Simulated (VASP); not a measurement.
**Mg5Te3: single point with PBE**

Mg5Te3:

```
Mg Te
1.0
     4.55513    0.00000    0.00000
     0.00000    4.14283    0.00000
     0.00000    0.00000   10.67804
Mg Te
5 3
Direct
  0.00000 0.00000 0.50000
  0.00000 0.00000 0.00000
  0.50000 0.50000 0.00000
  0.50000 0.00000 0.73903
  0.50000 0.00000 0.26097
  0.00000 0.50000 0.80128
  0.00000 0.50000 0.19872
  0.50000 0.50000 0.50000
```

```yaml
Program: VASP 6.6.1
Task: single point
Functional: PBE
Potentials_or_basis: VASP PAW PBE potentials, release 64 (Mg, Te)
Cutoff: 520 eV
k_mesh: 4 × 4 × 2
Occupations: gaussian, width 0.2 eV
Spin: no spin polarisation
```

```yaml
Pressure: 0.0 GPa
Largest_force: 0.013 eV/Å
Band_gap_on_the_k_mesh: zero (band 14 reaches 6.27 eV, above the bottom of band 15 at 3.48 eV)
```

Forces in eV/Å, atoms in the order of the input:
```
Mg   0.000  0.000  0.000
Mg   0.000  0.000  0.000
Mg   0.000  0.000  0.000
Mg   0.000  0.000  0.013
Mg   0.000  0.000 -0.013
Te   0.000  0.000 -0.013
Te   0.000  0.000  0.013
Te   0.000  0.000  0.000
```

Stress tensor (GPa, compression positive):
```
-0.56  0.00  0.00
 0.00  0.01  0.00
 0.00  0.00  0.48
```

Levels at points of the mesh, in eV from the Fermi level:
```tsv
k point	band 11	band 12	band 13	band 14	band 15	band 16
(0.00, 0.00, 0.00)	-2.28	-2.06	-1.90	-0.82	-0.10	0.86
(0.50, 0.00, 0.00)	-1.93	-1.82	-1.75	0.89	1.08	1.46
(0.00, 0.50, 0.00)	-1.89	-1.38	-1.25	-0.66	0.25	1.17
(0.50, 0.50, 0.00)	-2.68	-2.58	-2.13	-2.00	-1.91	0.17
(0.00, 0.00, 0.50)	-2.35	-1.72	-1.18	-1.16	-0.42	0.90
(0.50, 0.00, 0.50)	-1.94	-1.82	-0.54	0.12	0.67	1.60
(0.00, 0.50, 0.50)	-2.43	-2.18	-1.73	0.40	0.80	1.11
(0.50, 0.50, 0.50)	-2.92	-2.63	-1.65	-1.59	-1.14	-0.52
```

Wall time 47 s on 1 thread of Intel(R) Xeon(R) 6975P-C (Granite Rapids) (shared host), peak memory 0.33 GiB.

Caveat: the k points lie up to 0.38 Å⁻¹ apart; spin-orbit coupling is left out, which moves the levels of the heavy elements.
